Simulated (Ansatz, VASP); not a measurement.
Two plane-wave programs on Li3HSe

File INCAR:

```
PREC     = Accurate       # precision mode
ENCUT    = 520            # plane-wave cutoff, eV
EDIFF    = 1E-6           # SCF threshold, eV
ISMEAR   = 0              # smearing method
SIGMA    = 0.01           # smearing width, eV
LREAL    = F              # projectors in reciprocal space
LASPH    = T              # aspherical terms in the spheres
NELM     = 100            # most SCF steps
ALGO     = Normal         # electronic algorithm
ISIF     = 2              # what is computed and relaxed
LWAVE    = F              # write WAVECAR
LCHARG   = T              # write CHGCAR
GGA      = PE             # functional
LELF     = T              # ELF
LVHAR    = T            
NBANDS   = 16             # bands
```

KPOINTS

```
regular mesh
0
Gamma
  6 6 6
```

The input POSCAR:

```
Li3HSe
1.0
    3.8638658419      0.0000000000      0.0000000000
    0.0000000000      3.8638658419      0.0000000000
    0.0000000000      0.0000000000      3.8638658419
Li H Se
3 1 1
Direct
    0.0000000000      0.5000000000      0.5000000000
    0.5000000000      0.0000000000      0.5000000000
    0.5000000000      0.5000000000      0.0000000000
    0.5000000000      0.5000000000      0.5000000000
    0.0000000000      0.0000000000      0.0000000000
```

Input for Ansatz:

```yaml
crystal:
  lattice:
    - [3.8638658419, 0.0, 0.0]
    - [0.0, 3.8638658419, 0.0]
    - [0.0, 0.0, 3.8638658419]
  atoms:
    - { symbol: Li, position: [0.0, 0.5, 0.5] }
    - { symbol: Li, position: [0.5, 0.0, 0.5] }
    - { symbol: Li, position: [0.5, 0.5, 0.0] }
    - { symbol: H, position: [0.5, 0.5, 0.5] }
    - { symbol: Se, position: [0.0, 0.0, 0.0] }
kpoints:
  mp_grid: { grid: [6, 6, 6] }
hamiltonian:
  xc: pbe
scf:
  occupations: { method: fixed }
  n_extra_bands: 5
output:
  forces: true
  stress: true
  eigenvalues: true
```

Alike in both runs: task single point; functional PBE; k mesh 6 × 6 × 6; no spin polarisation.

|  | VASP | Ansatz |
| --- | --- | --- |
| version | VASP 6.6.1 | Ansatz 0.2.0 |
| potentials or method | VASP PAW PBE potentials, release 64 (Li_sv, H, Se) | plane waves, PAW |
| plane-wave cutoff (eV) | 520 | 420 |
| occupations | gaussian, width 0.01 eV | fixed |
| valence electrons in the cell | 16 | 26 |

VASP gave:

- gap on the k mesh at the Fermi level (eV): 3.69

Estimate Ansatz's values.

gap on the k mesh at the Fermi level (eV): 3.68.

VASP's potentials hold 16 valence electrons a cell and Ansatz's 26, so a difference there can come from the potentials and not from the codes.

Noted on VASP's run: the cutoff is under 1.25 times that of the potentials, so the pressure is a little rough.
